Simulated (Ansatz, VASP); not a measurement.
# One calculation of NaI, two programs

POSCAR

```
NaI
1.0
    0.0000000000      3.5431926705      3.5431926705
    3.5431926705      0.0000000000      3.5431926705
    3.5431926705      3.5431926705      0.0000000000
Na I
1 1
Direct
    0.0000000000      0.0000000000      0.0000000000
    0.2500000000      0.2500000000      0.2500000000
```

The input INCAR.step1:

```
PREC = Accurate ; ENCUT = 520
EDIFF = 1E-5 ; ISMEAR = 0
SIGMA = 0.01 ; LREAL = False
LASPH = True ; NELM = 100
ALGO = Normal ; ISIF = 2
LWAVE = True ; NBANDS = 14
GGA = PE
```

Contents of INCAR.step2:

```
PREC = Accurate ; ENCUT = 520
EDIFF = 1E-6 ; ISMEAR = 0
SIGMA = 0.01 ; LREAL = False
LASPH = True ; NELM = 100
ALGO = Normal ; ISIF = 2
LWAVE = False ; LCHARG = True
GGA = PE ; LHFCALC = True
AEXX = 1.0 ; ALDAC = 0.0
AGGAC = 0.0 ; PRECFOCK = Normal
LELF = True ; LVHAR = True
NBANDS = 14 ; ISTART = 1
```

Contents of KPOINTS:

```
regular mesh
0
Gamma
  4 4 4
```

Input for Ansatz:

```yaml
crystal:
  lattice:
    - [0.0, 3.5431926705, 3.5431926705]
    - [3.5431926705, 0.0, 3.5431926705]
    - [3.5431926705, 3.5431926705, 0.0]
  atoms:
    - { symbol: Na, position: [0.0, 0.0, 0.0] }
    - { symbol: I, position: [0.25, 0.25, 0.25] }
kpoints:
  mp_grid: { grid: [4, 4, 4] }
  band_path:
    path:
      - [0.0, 0.0, 0.0]
      - [-0.5, -0.5, 0.0]
      - [-0.375, -0.375, 0.25]
      - [-0.375, 0.0, 0.375]
      - [0.0, 0.0, 0.5]
      - [-0.5, -0.25, 0.25]
    npoints: 1
hamiltonian:
  xc: hf
scf:
  occupations: { method: fixed }
  n_extra_bands: 4
output:
  forces: true
  stress: true
  eigenvalues: true
  write_density: true
  write_potential: true
  elf: true
  volumetric_format: npy
```

Alike in both runs: task single point; functional HF; k mesh 4 × 4 × 4; no spin polarisation.

|  | VASP | Ansatz |
| --- | --- | --- |
| version | VASP 6.6.1 | Ansatz 0.2.0 |
| potentials or method | VASP PAW PBE potentials, release 64 (Na_pv, I) | plane waves, PAW |
| plane-wave cutoff (eV) | 520 | 420 |
| occupations | gaussian, width 0.01 eV | fixed |
| valence electrons in the cell | 14 | 26 |

|  | VASP | Ansatz | Ansatz less VASP |
| --- | --- | --- | --- |
| gap on the k mesh at the Fermi level (eV) | 10.56 | 10.50 | -0.061 |
| pressure (GPa) | 1.0 | 1.2 | +0.16 |

VASP's potentials were made for PBE, not for HF. VASP's potentials hold 14 valence electrons a cell and Ansatz's 26, so a difference there can come from the potentials and not from the codes. Ansatz's warnings: stress exchange threshold loose, stress scf threshold loose.

Neither program's run includes spin-orbit coupling.
